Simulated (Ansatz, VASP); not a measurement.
**Two plane-wave programs on Ti**

The input INCAR:

```
SYSTEM = Ti
ALGO = Fast ; EDIFF = 1E-6
ENCUT = 520 ; GGA = PE
ISIF = 2 ; ISMEAR = 0
LASPH = .True. ; LCHARG = .False.
LREAL = .False. ; LWAVE = .False.
NBANDS = 12 ; NELM = 100
PREC = Accurate ; SIGMA = 0.15
```

The input KPOINTS:

```
k-points
0
Gamma
  22 22 22
  0 0 0
```

The input POSCAR:

```
Ti
1.0
   -1.7826950017      1.7826950017      1.3905021013
    1.7826950017     -1.7826950017      1.3905021013
    1.7826950017      1.7826950017     -1.3905021013
Ti
1
Direct
    0.0000000000      0.0000000000      0.0000000000
```

Input for Ansatz:

```yaml
crystal:
  lattice:
    - [-1.7826950017, 1.7826950017, 1.3905021013]
    - [1.7826950017, -1.7826950017, 1.3905021013]
    - [1.7826950017, 1.7826950017, -1.3905021013]
  atoms:
    - { symbol: Ti, position: [0.0, 0.0, 0.0] }
basis:
  ecutwfc: 420
kpoints:
  mp_grid: { grid: [22, 22, 22] }
hamiltonian:
  xc: pbe
scf:
  occupations: { method: gaussian, width: 0.15 }
output:
  forces: true
  stress: true
  eigenvalues: true
```

Alike in both runs: task single point; functional PBE; k mesh 22 × 22 × 22; occupations gaussian, width 0.15 eV; no spin polarisation.

```csv
,VASP,Ansatz
version,VASP 6.6.1,Ansatz 0.2.0
potentials or method,"VASP PAW PBE potentials, release 64 (Ti_sv), cutoff 520 eV","scalar-relativistic, plane waves, PAW"
valence electrons in the cell,12,12
```

Ansatz gave:

```
gap on the k mesh at the Fermi level (eV)                     : none
pressure (GPa)                                                : -2.3
traceless stress, the component that is largest in VASP (GPa) : 4.66
```

Which values does VASP return?

gap on the k mesh at the Fermi level (eV): none; pressure (GPa): -2.6; traceless stress, the component that is largest in VASP (GPa): 4.59.

A gap of «none» marks a metal or a gap that the smearing closes.
